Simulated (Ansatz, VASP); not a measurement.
# One calculation of CdS, two programs

Contents of INCAR:

```
SYSTEM = CdS
PREC = Accurate ; ENCUT = 540
EDIFF = 1E-6 ; ISMEAR = 0
SIGMA = 0.05 ; LREAL = .FALSE.
LASPH = .TRUE. ; NELM = 120
ALGO = Normal ; ISIF = 2
LWAVE = .FALSE. ; LCHARG = .FALSE.
GGA = PS ; NBANDS = 20
GGA_COMPAT = .FALSE.
```

The input KPOINTS:

```
Automatic mesh
0
G
  9 9 6
  0 0 0
```

File POSCAR:

```
CdS
1.0
    4.1924290255      0.0000000000      0.0000000000
   -2.0962145128      3.6307500396      0.0000000000
    0.0000000000      0.0000000000      5.9960679179
Cd S
1 1
Direct
    0.0000000000      0.0000000000      0.4426919200
    0.6666666667      0.3333333333      0.4343080800
```

Input for Ansatz:

```yaml
crystal:
  lattice:
    - [4.1924290255, 0.0, 0.0]
    - [-2.0962145128, 3.6307500396, 0.0]
    - [0.0, 0.0, 5.9960679179]
  atoms:
    - { symbol: Cd, position: [0.0, 0.0, 0.44269192] }
    - { symbol: S, position: [0.6666666667, 0.3333333333, 0.43430808] }
basis:
  ecutwfc: 420
kpoints:
  mp_grid: { grid: [9, 9, 6] }
hamiltonian:
  xc: pbesol
scf:
  occupations: { method: gaussian, width: 0.05 }
output:
  forces: true
  stress: true
  eigenvalues: true
```

Alike in both runs: task single point; functional PBEsol; k mesh 9 × 9 × 6; occupations gaussian, width 0.05 eV; no spin polarisation.

|  | VASP | Ansatz |
| --- | --- | --- |
| version | VASP 6.6.1 | Ansatz 0.2.0 |
| potentials or method | VASP PAW PBE potentials, release 64 (Cd_sv_GW, S), cutoff 540 eV | scalar-relativistic, plane waves, PAW |
| valence electrons in the cell | 26 | 26 |

|  | VASP | Ansatz | Ansatz less VASP |
| --- | --- | --- | --- |
| gap on the k mesh at the Fermi level (eV) | 1.53 | 1.54 | +0.005 |
| least direct gap on the mesh (eV) | 1.53 | 1.54 | +0.004 |
| pressure (GPa) | -0.6 | -0.1 | +0.51 |
| traceless stress, the component that is largest in VASP (GPa) | 0.11 | 0.12 | +0.014 |
| rms of the force components (eV/Å) | 0.004 | 0.004 | +0.0005 |

VASP's potentials were made for PBE, not for PBEsol. Atom by atom the forces differ by 0.001 eV/Å (rms over components). The functional is the same, so the differences come from potentials, cutoffs and numerics.
